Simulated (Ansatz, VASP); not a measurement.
**Ge: VASP beside Ansatz**

File INCAR:

```
ALGO = Normal
EDIFF = 1E-6
ENCUT = 410
GGA = PE
GGA_COMPAT = False
ISIF = 2
ISMEAR = -1
ISPIN = 2
LASPH = True
LCHARG = True
LELF = True
LORBIT = 11
LREAL = False
LVHAR = True
LWAVE = False
MAGMOM = 2
NBANDS = 17
NELM = 200
PREC = Accurate
SIGMA = 0.1
```

Contents of KPOINTS:

```
k-points
0
Gamma
  1 1 1
```

POSCAR

```
Ge
1.0
    8.0000000000      0.0000000000      0.0000000000
    0.0000000000      8.6000000000      0.0000000000
    0.0000000000      0.0000000000      9.1000000000
Ge
1
Direct
    0.2100000000      0.4400000000      0.5900000000
```

Input for Ansatz:

```yaml
crystal:
  lattice:
    - [8, 0, 0]
    - [0, 8.6, 0]
    - [0, 0, 9.1]
  atoms:
    - { symbol: Ge, position: [0.21, 0.44, 0.59], spin: 2 }
hamiltonian:
  xc: pbe
  pseudopotentials: { kind: paw, source: ansatz, level: accurate }
magnetization:
  spin_polarized: true
kpoints:
  mp_grid: { grid: [1, 1, 1], shift: [0, 0, 0] }
scf:
  occupations: { method: fermi_dirac }
```

Alike in both runs: task single point; functional PBE; k mesh 1 × 1 × 1; collinear spin.

```csv
,VASP,Ansatz
version,VASP 6.6.1,Ansatz 0.2 development build
potentials or method,"VASP PAW PBE potentials, release 64 (Ge_d)","PAW hard accurate, scalar-relativistic"
plane-wave cutoff (eV),410,560
occupations,"fermi-dirac, width 0.1 eV",fermi-dirac
```

Ansatz gave:

| Item | Value |
| --- | --- |
| net moment per atom (μB) | 2.00 |
| size of the moment on the site where the two differ most (μB) | 1.99 |

Task: What did VASP give for the same quantities?

Result: net moment per atom (μB): 2.00; size of the moment on the site where the two differ most (μB): 0.77.

Site moments also hang on the region over which each program counts them. Ansatz's warnings: open shared shell at semilocal close, stability check not made.
